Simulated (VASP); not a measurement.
# BaTiO3 (R3m) in VASP: relaxation of the atoms with PBE+U

Aim: the relaxation of the atoms of BaTiO3 with PBE+U.

Program: VASP 6.6.1. These are calculated values, not measurements. Logs are shortened: lines on timing, memory, paths and dates and some standing lists are left out, and cuts for length are marked.

## (1) The cell of the first run

Symmetry: R3m, No. 160, trigonal system. The conventional cell has a = 5.720 Å, b = 5.720 Å, c = 7.033 Å, α = 90.00°, β = 90.00°, γ = 120.00°. Within 3.7 Å of Ba (site symmetry 3m) lie 12 O at 2.82 to 2.92 Å and 8 Ti at 3.42 to 3.61 Å. Ti (site symmetry 3m) has 6 O at 1.90 to 2.16 Å within 2.5 Å. Within 2.5 Å of O (site symmetry m) lie 2 Ti at 1.90 to 2.16 Å. Within 2.5 Å of O (site symmetry m) lie 2 Ti at 1.90 to 2.16 Å.

## (2) Relaxation of the atoms, PBE+U, collinear spin, zero start

The input, INCAR:

```
  ALGO = Normal
  EDIFF = 1E-6
  EDIFFG = -0.03
  ENCUT = 520
  GGA = PE
  IBRION = 2
  ISIF = 2
  ISMEAR = 0
  ISPIN = 2
  KPAR = 4
  LASPH = T
  LCHARG = F
  LDAU = T
  LDAUJ = 0 0 0
  LDAUL = -1 2 -1
  LDAUPRINT = 1
  LDAUTYPE = 2
  LDAUU = 0 5.62 0
  LMAXMIX = 4
  LORBIT = 11
  LREAL = F
  LWAVE = F
  MAGMOM = 0 0 0 0 0 0 0 0 0 0
  NELM = 150
  NSW = 80
  PREC = Accurate
  SIGMA = 0.0138
```

The input, KPOINTS:

```
k-points
0
Gamma
  3 3 5
```

The input, POSCAR:

```
BaTiO3
1.0
   -4.0604739500     -4.0500052700      0.0000000000
   -4.0395568100      4.0500052700      0.0000000000
   -0.0104585700     -0.0104383400     -4.0499850400
Ba Ti O
2 2 6
Direct
    0.0000000000      0.0000000000      0.0000000000
    0.5000000000      0.5000000000      0.0000000000
    0.5140000000      0.0000000000      0.5140000000
    0.0140000000      0.5000000000      0.5140000000
    0.9916000000      0.5000000000      0.9815000000
    0.4916000000      0.0000000000      0.9815000000
    0.7365500000      0.2449500000      0.4916000000
    0.2365500000      0.7449500000      0.4916000000
    0.7365500000      0.7550500000      0.4916000000
    0.2365500000      0.2550500000      0.4916000000
```

Potentials or basis: VASP PAW PBE potentials, release 64 (Ba_sv, Ti_sv, O).

Launch:

```bash
$ cat potpaw_PBE.64/Ba_sv/POTCAR potpaw_PBE.64/Ti_sv/POTCAR potpaw_PBE.64/O/POTCAR > POTCAR
$ mpirun -np 4 vasp_std > vasp.out
```

OUTCAR:

```text
EDIFF = 1E-6
   EDIFFG = -0.03
   ENCUT = 520
   GGA = PE
   IBRION = 2
   ISIF = 2
   ISMEAR = 0
   ISPIN = 2
   LASPH = T
   LORBIT = 11
   LREAL = F
   NELM = 150
   NSW = 80
   PREC = Accurate

 ion  position               nearest neighbor table
   1  0.000  0.000  0.000-  10 2.82   6 2.82   8 2.82   8 2.86   7 2.86   9 2.86  10 2.86   5 2.86
                             5 2.86   9 2.92   6 2.92   7 2.92   3 3.42   3 3.47   4 3.47   4 3.47
   2  0.500  0.500  0.000-   9 2.82   5 2.82   7 2.82   7 2.86   8 2.86  10 2.86   9 2.86   6 2.86
                             6 2.86  10 2.92   5 2.92   8 2.92   4 3.42   4 3.47   3 3.47   3 3.47
   3  0.514  0.000  0.514-   6 1.90   7 1.90   9 1.90   6 2.16   8 2.16  10 2.16   1 3.42   1 3.47
                             2 3.47   2 3.47   2 3.54   1 3.54   2 3.54   1 3.61
   4  0.014  0.500  0.514-   5 1.90   8 1.90  10 1.90   5 2.16   7 2.16   9 2.16   2 3.42   2 3.47
                             1 3.47   1 3.47   1 3.54   2 3.54   1 3.54   2 3.61
   5  0.992  0.500  0.981-   4 1.90   4 2.16   2 2.82   1 2.86   1 2.86   2 2.92
   6  0.492  0.000  0.981-   3 1.90   3 2.16   1 2.82   2 2.86   2 2.86   1 2.92
   7  0.737  0.245  0.492-   3 1.90   4 2.16   2 2.82   2 2.86   1 2.86   1 2.92
   8  0.237  0.745  0.492-   4 1.90   3 2.16   1 2.82   1 2.86   2 2.86   2 2.92
   9  0.737  0.755  0.492-   3 1.90   4 2.16   2 2.82   1 2.86   2 2.86   1 2.92
  10  0.237  0.255  0.492-   4 1.90   3 2.16   1 2.82   2 2.86   1 2.86   2 2.92

  LATTYP: Found a simple monoclinic cell.
 ALAT       =     4.0500119956
 B/A-ratio  =     1.4123881561
 C/A-ratio  =     1.4160401596
 COS(beta)  =    -0.0036484714

  Lattice vectors:

 A1 = (  -0.0104585700,  -0.0104383400,  -4.0499850400)
 A2 = (  -4.0395568100,   4.0500052700,   0.0000000000)
 A3 = (   4.0604739500,   4.0500052700,   0.0000000000)

Analysis of symmetry for initial positions (statically):
=====================================================================
 Subroutine PRICEL returns following result:

  LATTYP: Found a trigonal (rhomboedric) cell.
 ALAT       =     4.0500187739
 COS(alpha) =     0.0025823510
[... 12 lines left out ...]
 Subroutine GETGRP returns: Found  2 space group operations
 (whereof  2 operations were pure point group operations)
 out of a pool of  4 trial point group operations.

The static configuration has the point symmetry C_1h.

Analysis of symmetry for dynamics (positions and initial velocities):
=====================================================================
 Subroutine PRICEL returns following result:

  LATTYP: Found a trigonal (rhomboedric) cell.
 ALAT       =     4.0500187739
 COS(alpha) =     0.0025823510
[... 12 lines left out ...]
 Subroutine GETGRP returns: Found  2 space group operations
 (whereof  2 operations were pure point group operations)
 out of a pool of  4 trial point group operations.

The dynamic configuration has the point symmetry C_1h.

Analysis of structural, dynamic, and magnetic symmetry:
=====================================================================
 Subroutine PRICEL returns following result:

  LATTYP: Found a trigonal (rhomboedric) cell.
 ALAT       =     4.0500187739
 COS(alpha) =     0.0025823510
[... 12 lines left out ...]
 Subroutine GETGRP returns: Found  2 space group operations
 (whereof  2 operations were pure point group operations)
 out of a pool of  4 trial point group operations.

The overall configuration has the point symmetry C_1h.

 Subroutine INISYM returns: Found  2 space group operations
 (whereof  2 operations are pure point group operations),
 and found     2 'primitive' translations

----------------------------------------------------------------------------------------

                                     Primitive cell

  volume of cell :      66.4302

  direct lattice vectors                    reciprocal lattice vectors
    -0.010458570 -4.050005270  0.000000000     0.000000000 -0.246913259  0.000636389
    -4.050015380  0.000000000  0.000000000    -0.246912643  0.000637617  0.000635977
    -0.010458570 -0.010438340 -4.049985040     0.000000000  0.000000000 -0.246914492

  length of vectors
     4.050018774  4.050015380  4.050011996     0.246914079  0.246914285  0.246914492

  position of ions in fractional coordinates (direct lattice)
     0.000000000  0.000000000  0.000000000
     0.514000000  0.514000000  0.514000000
     0.491600000  0.491600000  0.981500000
     0.491600000  0.981500000  0.491600000
     0.981500000  0.491600000  0.491600000

  ion indices of the primitive-cell ions
   primitive index   ion index
                 1           1
                 2           3
                 3           6
                 4           8
[... 116 lines left out ...]
  ext. energy  EPLUGINS =         0.00000000
  ---------------------------------------------------
  free energy    TOTEN  =       -72.47843305 eV

  energy without entropy =      -72.47843305  energy(sigma->0) =      -72.47843305

------------------------ aborting loop because EDIFF is reached ----------------------------------------

  FORCE on cell =-STRESS in cart. coord.  units (eV):
  Direction    XX          YY          ZZ          XY          YZ          ZX
  --------------------------------------------------------------------------------------
  -------------------------------------------------------------------------------------
  Total        4.4878365      4.4888201      4.4480448     -0.1890991     -0.1898331     -0.1903313
  in kB       54.1192710     54.1311316     53.6394187     -2.2803647     -2.2892169     -2.2952240
  external PRESSURE =      53.9632737 kB  Pullay stress =       0.0000000 kB
[... 307 lines left out ...]
--------------------------------------- Ionic step        8  -------------------------------------------

 number of electron      80.0000004 magnetization       0.0000000

atom =   3  type =  2  l = 2

 onsite density matrix

spin component  1

  0.0943 -0.0000 -0.0002 -0.0000 -0.0003
 -0.0000  0.0947  0.0004 -0.0000  0.0000
 -0.0002  0.0004  0.2266  0.0004 -0.0000
 -0.0000 -0.0000  0.0004  0.0947 -0.0000
 -0.0003  0.0000 -0.0000 -0.0000  0.2269

spin component  2

  0.0943 -0.0000 -0.0002 -0.0000 -0.0003
 -0.0000  0.0947  0.0004 -0.0000  0.0000
 -0.0002  0.0004  0.2266  0.0004 -0.0000
 -0.0000 -0.0000  0.0004  0.0947 -0.0000
 -0.0003  0.0000 -0.0000 -0.0000  0.2269

 occupancies and eigenvectors

  o =  0.0942  v =  0.0000  0.0000  0.0000  0.0000  0.0000  0.9968  0.0566  0.0010  0.0565  0.0026      0.0000  0.0000  0.0000  0.0000  0.0000  0.0000  0.0000  0.0000  0.0000  0.0000
  o =  0.0942  v =  0.9968  0.0566  0.0010  0.0565  0.0026  0.0000  0.0000  0.0000  0.0000  0.0000      0.0000  0.0000  0.0000  0.0000  0.0000  0.0000  0.0000  0.0000  0.0000  0.0000
  o =  0.0947  v =  0.0000  0.0000  0.0000  0.0000  0.0000 -0.0800  0.7028 -0.0042  0.7069 -0.0002      0.0000  0.0000  0.0000  0.0000  0.0000  0.0000  0.0000  0.0000  0.0000  0.0000
  o =  0.0947  v = -0.0800  0.7028 -0.0042  0.7069 -0.0002  0.0000  0.0000  0.0000  0.0000  0.0000      0.0000  0.0000  0.0000  0.0000  0.0000  0.0000  0.0000  0.0000  0.0000  0.0000
  o =  0.0948  v =  0.0000  0.0000  0.0000  0.0000  0.0000  0.0003 -0.7091  0.0000  0.7051  0.0001      0.0000  0.0000  0.0000  0.0000  0.0000  0.0000  0.0000  0.0000  0.0000  0.0000
  o =  0.0948  v =  0.0003 -0.7091  0.0000  0.7051  0.0001  0.0000  0.0000  0.0000  0.0000  0.0000      0.0000  0.0000  0.0000  0.0000  0.0000  0.0000  0.0000  0.0000  0.0000  0.0000
  o =  0.2266  v =  0.0000  0.0000  0.0000  0.0000  0.0000  0.0014 -0.0029 -1.0000 -0.0029  0.0007      0.0000  0.0000  0.0000  0.0000  0.0000  0.0000  0.0000  0.0000  0.0000  0.0000
  o =  0.2266  v =  0.0014 -0.0029 -1.0000 -0.0029  0.0007  0.0000  0.0000  0.0000  0.0000  0.0000      0.0000  0.0000  0.0000  0.0000  0.0000  0.0000  0.0000  0.0000  0.0000  0.0000
  o =  0.2269  v = -0.0026  0.0001  0.0007 -0.0001  1.0000  0.0000  0.0000  0.0000  0.0000  0.0000      0.0000  0.0000  0.0000  0.0000  0.0000  0.0000  0.0000  0.0000  0.0000  0.0000
  o =  0.2269  v =  0.0000  0.0000  0.0000  0.0000  0.0000 -0.0026  0.0001  0.0007 -0.0001  1.0000      0.0000  0.0000  0.0000  0.0000  0.0000  0.0000  0.0000  0.0000  0.0000  0.0000

atom =   4  type =  2  l = 2

 onsite density matrix

spin component  1

  0.0943 -0.0000 -0.0002 -0.0000 -0.0003
 -0.0000  0.0947  0.0004 -0.0000  0.0000
 -0.0002  0.0004  0.2266  0.0004 -0.0000
 -0.0000 -0.0000  0.0004  0.0947 -0.0000
 -0.0003  0.0000 -0.0000 -0.0000  0.2269

spin component  2

  0.0943 -0.0000 -0.0002 -0.0000 -0.0003
 -0.0000  0.0947  0.0004 -0.0000  0.0000
 -0.0002  0.0004  0.2266  0.0004 -0.0000
 -0.0000 -0.0000  0.0004  0.0947 -0.0000
 -0.0003  0.0000 -0.0000 -0.0000  0.2269

 occupancies and eigenvectors

  o =  0.0942  v =  0.0000  0.0000  0.0000  0.0000  0.0000  0.9968  0.0566  0.0010  0.0565  0.0026      0.0000  0.0000  0.0000  0.0000  0.0000  0.0000  0.0000  0.0000  0.0000  0.0000
  o =  0.0942  v =  0.9968  0.0566  0.0010  0.0565  0.0026  0.0000  0.0000  0.0000  0.0000  0.0000      0.0000  0.0000  0.0000  0.0000  0.0000  0.0000  0.0000  0.0000  0.0000  0.0000
  o =  0.0947  v =  0.0000  0.0000  0.0000  0.0000  0.0000 -0.0800  0.7028 -0.0042  0.7069 -0.0002      0.0000  0.0000  0.0000  0.0000  0.0000  0.0000  0.0000  0.0000  0.0000  0.0000
  o =  0.0947  v = -0.0800  0.7028 -0.0042  0.7069 -0.0002  0.0000  0.0000  0.0000  0.0000  0.0000      0.0000  0.0000  0.0000  0.0000  0.0000  0.0000  0.0000  0.0000  0.0000  0.0000
  o =  0.0948  v =  0.0000  0.0000  0.0000  0.0000  0.0000  0.0003 -0.7091  0.0000  0.7051  0.0001      0.0000  0.0000  0.0000  0.0000  0.0000  0.0000  0.0000  0.0000  0.0000  0.0000
  o =  0.0948  v =  0.0003 -0.7091  0.0000  0.7051  0.0001  0.0000  0.0000  0.0000  0.0000  0.0000      0.0000  0.0000  0.0000  0.0000  0.0000  0.0000  0.0000  0.0000  0.0000  0.0000
  o =  0.2266  v =  0.0000  0.0000  0.0000  0.0000  0.0000  0.0014 -0.0029 -1.0000 -0.0029  0.0007      0.0000  0.0000  0.0000  0.0000  0.0000  0.0000  0.0000  0.0000  0.0000  0.0000
  o =  0.2266  v =  0.0014 -0.0029 -1.0000 -0.0029  0.0007  0.0000  0.0000  0.0000  0.0000  0.0000      0.0000  0.0000  0.0000  0.0000  0.0000  0.0000  0.0000  0.0000  0.0000  0.0000
  o =  0.2269  v = -0.0026  0.0001  0.0007 -0.0001  1.0000  0.0000  0.0000  0.0000  0.0000  0.0000      0.0000  0.0000  0.0000  0.0000  0.0000  0.0000  0.0000  0.0000  0.0000  0.0000
  o =  0.2269  v =  0.0000  0.0000  0.0000  0.0000  0.0000 -0.0026  0.0001  0.0007 -0.0001  1.0000      0.0000  0.0000  0.0000  0.0000  0.0000  0.0000  0.0000  0.0000  0.0000  0.0000

 number of electron      80.0000004 magnetization      -0.0000000

 Free energy of the ion-electron system (eV)
  ---------------------------------------------------
  ext. energy  EPLUGINS =         0.00000000
  ---------------------------------------------------
  free energy    TOTEN  =       -72.68419251 eV

  energy without entropy =      -72.68419251  energy(sigma->0) =      -72.68419251

 E-fermi :   3.8388     XC(G=0): -11.0858

 val. band max:        3.7539934106   @ k =   0.0000   0.0000   0.4000
 cond. band min:       6.0948884824   @ k =   0.0000   0.0000   0.0000
 fundamental gap:      2.3408950718
 Fermi energy:         3.8387600887

 spin component 1

 k-point     1 :       0.0000    0.0000    0.0000
  band No.  band energies     occupation
      1     -54.6072      1.00000
      2     -54.6058      1.00000
      3     -30.7637      1.00000
      4     -30.7614      1.00000
      5     -30.7310      1.00000
      6     -30.7307      1.00000
[... 805 lines left out ...]
     47       8.1671      0.00000
     48       8.9460      0.00000
 Fermi energy:         3.8387600887

 spin component 2

 k-point     1 :       0.0000    0.0000    0.0000
  band No.  band energies     occupation
      1     -54.6072      1.00000
      2     -54.6058      1.00000
      3     -30.7637      1.00000
      4     -30.7614      1.00000
      5     -30.7310      1.00000
      6     -30.7307      1.00000
[... 842 lines left out ...]
  FREE ENERGIE OF THE ION-ELECTRON SYSTEM (eV)
  ---------------------------------------------------
  free  energy   TOTEN  =       -72.6841925056 eV

  energy  without entropy=      -72.6841925056  energy(sigma->0) =      -72.68419251

 reached required accuracy - stopping structural energy minimisation

 total charge

# of ion       s       p       d       tot
------------------------------------------
    1        2.006   5.648   0.314   7.969
    2        2.006   5.648   0.314   7.969
    3        2.214   6.268   1.452   9.934
    4        2.214   6.268   1.452   9.934
    5        1.560   3.477   0.000   5.037
    6        1.560   3.477   0.000   5.037
    7        1.560   3.477   0.000   5.037
    8        1.560   3.477   0.000   5.037
    9        1.560   3.477   0.000   5.037
   10        1.560   3.477   0.000   5.037
--------------------------------------------------
tot         17.801  44.695   3.531  66.027

 magnetization (x)

# of ion       s       p       d       tot
------------------------------------------
    1        0.000  -0.000   0.000   0.000
    2        0.000  -0.000   0.000   0.000
    3        0.000   0.000   0.000   0.000
    4        0.000   0.000   0.000   0.000
    5       -0.000  -0.000   0.000  -0.000
    6       -0.000  -0.000   0.000  -0.000
    7        0.000  -0.000   0.000  -0.000
    8        0.000  -0.000   0.000  -0.000
    9        0.000  -0.000   0.000  -0.000
   10        0.000  -0.000   0.000  -0.000
--------------------------------------------------
tot          0.000  -0.000   0.000  -0.000
```

Wall time 5.6 min (4 MPI ranks of Intel Xeon Platinum 8488C (Sapphire Rapids), shared host); peak memory 0.4 GiB.

What came out:

```
Free energy                                           : -72.6842 eV
Energy gained by relaxing                             : 20.6 meV/atom
Ionic steps                                           : 8
Pressure after relaxing                               : 2.0 GPa
Largest force after relaxing                          : 0.017 eV/Å
Band gap on the k mesh                                : 2.34 eV
Net moment                                            : 0.00 μB per cell
Valence electrons inside the program's atomic spheres : Ba 7.97; Ti 9.93; O 5.04
```

Forces on the atoms (eV/Å):
```
Ba  -0.004 -0.004 -0.005
Ba  -0.004 -0.004 -0.005
Ti   0.010  0.010  0.008
Ti   0.010  0.010  0.008
O   -0.003 -0.003  0.001
O   -0.003 -0.003  0.001
O   -0.001 -0.003 -0.002
O   -0.001 -0.003 -0.002
O   -0.003 -0.001 -0.002
O   -0.003 -0.001 -0.002
```

Step by step:
```csv
step,energy change (eV),largest force (eV/Å),pressure (GPa)
1,0.0000,1.1829,5.40
2,-0.1641,0.3934,2.78
3,-0.1787,0.2285,2.15
4,-0.1792,0.2022,2.20
5,-0.1935,0.1276,2.13
6,-0.2006,0.1220,2.06
7,-0.2042,0.0615,2.01
8,-0.2058,0.0168,1.98
```

Final structure:
```cif
data_structure
_symmetry_space_group_name_H-M 'P 1'
_symmetry_Int_Tables_number 1
_cell_length_a 5.7350
_cell_length_b 5.7202
_cell_length_c 4.0500
_cell_angle_alpha 90.000
_cell_angle_beta 89.791
_cell_angle_gamma 90.000
_cell_volume 132.86
loop_
_atom_site_label
_atom_site_type_symbol
_atom_site_fract_x
_atom_site_fract_y
_atom_site_fract_z
_atom_site_occupancy
Ba1 Ba 0.99579 0.00000 0.99572 1
Ba2 Ba 0.49579 0.50000 0.99572 1
Ti1 Ti 0.49619 0.00000 0.49607 1
Ti2 Ti 0.99619 0.50000 0.49607 1
O1 O 0.99559 0.50000 0.99564 1
O2 O 0.49559 0.00000 0.99564 1
O3 O 0.74556 0.25000 0.49563 1
O4 O 0.24556 0.75000 0.49563 1
O5 O 0.74556 0.75000 0.49563 1
O6 O 0.24556 0.25000 0.49563 1
```

Levels at points of the mesh, in eV from the valence-band top:
Spin up:
```tsv
k point	band 36	band 37	band 38	band 39	band 40	band 41	band 42	band 43	band 44	band 45
(0.00, 0.00, 0.00)	-0.90	-0.24	-0.22	-0.22	-0.08	2.34	2.34	2.36	3.74	3.74
```
Spin down:
```csv
k point,band 38,band 39,band 40,band 41,band 42,band 43
"(0.00, 0.00, 0.00)",-0.22,-0.22,-0.08,2.34,2.34,2.36
```

Eigenvalues of the final occupation matrices:
```
    site  spin  trace               eigenvalues
site 3 d     1   0.74  0.09 0.09 0.09 0.23 0.23
site 3 d     2   0.74  0.09 0.09 0.09 0.23 0.23
site 4 d     1   0.74  0.09 0.09 0.09 0.23 0.23
site 4 d     2   0.74  0.09 0.09 0.09 0.23 0.23
```

Caveat: spin-orbit coupling is left out, which moves the levels of the heavy elements. A k mesh can miss the band edges.
